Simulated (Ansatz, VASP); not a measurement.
## Fe: VASP beside Ansatz

```
Fe
1.0
     1.20061   -2.33300    0.00000
     1.20061    2.33300    0.00000
     0.00000    0.00000    4.25671
Fe
2
Direct
  0.86238 0.13762 0.25000
  0.13762 0.86238 0.75000
```

Alike in both runs: functional PBE; k mesh 20 × 20 × 10; occupations gaussian, width 0.1 eV; collinear spin.

Ansatz relaxed the structure, and its values are those at the end. VASP's run is a single point on that final structure, the one shown.

|  | VASP | Ansatz |
| --- | --- | --- |
| version | VASP 6.6.1 | Ansatz 0.2.0 |
| potentials or method | VASP PAW PBE potentials, release 64 (Fe), cutoff 520 eV | scalar-relativistic, plane waves, PAW |
| valence electrons in the cell | 16 | 32 |

```csv
,VASP,Ansatz,Ansatz less VASP
gap on the k mesh at the Fermi level (eV),none,none,-
pressure (GPa),0.0,0.0,-0.07
net moment per atom (μB),2.50,2.48,-0.019
size of the moment on the site where the two differ most (μB),2.50,2.50,+0.004
```

Site moments also hang on the region over which each program counts them. A gap of «none» marks a metal or a gap that the smearing closes. VASP's potentials hold 16 valence electrons a cell and Ansatz's 32, so a difference there can come from the potentials and not from the codes.
